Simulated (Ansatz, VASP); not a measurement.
# One calculation of Al3Au, two programs

The input POSCAR:

```
Al3Au
1.0
   -2.0039859902      2.0039859902      4.0138434360
    2.0039859902     -2.0039859902      4.0138434360
    2.0039859902      2.0039859902     -4.0138434360
Al Au
3 1
Direct
    0.7500000000      0.2500000000      0.5000000000
    0.2500000000      0.7500000000      0.5000000000
    0.5000000000      0.5000000000      0.0000000000
    0.0000000000      0.0000000000      0.0000000000
```

INCAR.step1

```
PREC = Accurate
ENCUT = 520
ISMEAR = 0
SIGMA = 0.1
LREAL = False
LASPH = True
NELM = 60
NBANDS = 18
GGA = PE
ALGO = Normal
EDIFF = 1E-4
LWAVE = True
LCHARG = False
```

File INCAR.step2:

```
PREC = Accurate
ENCUT = 520
EDIFF = 1E-6
ISMEAR = 0
SIGMA = 0.1
LREAL = False
LASPH = True
NELM = 60
ALGO = Normal
ISIF = 2
LWAVE = False
LCHARG = False
METAGGA = R2SCAN
LMIXTAU = True
NBANDS = 18
ISTART = 1
```

File KPOINTS:

```
Automatic mesh
0
Gamma
  14 14 14
```

Input for Ansatz:

```yaml
crystal:
  lattice:
    - [-2.0039859902, 2.0039859902, 4.013843436]
    - [2.0039859902, -2.0039859902, 4.013843436]
    - [2.0039859902, 2.0039859902, -4.013843436]
  atoms:
    - { symbol: Al, position: [0.75, 0.25, 0.5] }
    - { symbol: Al, position: [0.25, 0.75, 0.5] }
    - { symbol: Al, position: [0.5, 0.5, 0.0] }
    - { symbol: Au, position: [0.0, 0.0, 0.0] }
basis:
  ecutwfc: 500
kpoints:
  mp_grid: { grid: [14, 14, 14] }
hamiltonian:
  xc: r2scan
scf:
  occupations: { method: gaussian, width: 0.1 }
output:
  forces: true
  stress: true
  eigenvalues: true
```

Alike in both runs: task single point; functional r2SCAN; k mesh 14 × 14 × 14; occupations gaussian, width 0.1 eV; no spin polarisation.

|  | VASP | Ansatz |
| --- | --- | --- |
| version | VASP 6.6.1 | Ansatz 0.2.0 |
| potentials or method | VASP PAW PBE potentials, release 64 (Al, Au), cutoff 520 eV | scalar-relativistic, plane waves, PAW |
| valence electrons in the cell | 20 | 28 |

Ansatz gave:

- gap on the k mesh at the Fermi level (eV): none
- pressure (GPa): 0.4
- traceless stress, the component that is largest in VASP (GPa): 0.33

Estimate VASP's values.

gap on the k mesh at the Fermi level (eV): none; pressure (GPa): 0.1; traceless stress, the component that is largest in VASP (GPa): 0.33.

VASP's potentials were made for PBE, not for r2SCAN. A gap of «none» marks a metal or a gap that the smearing closes. The functional is the same, so the differences come from potentials, cutoffs and numerics. VASP's potentials hold 20 valence electrons a cell and Ansatz's 28, so a difference there can come from the potentials and not from the codes.

Spin-orbit coupling is off throughout.
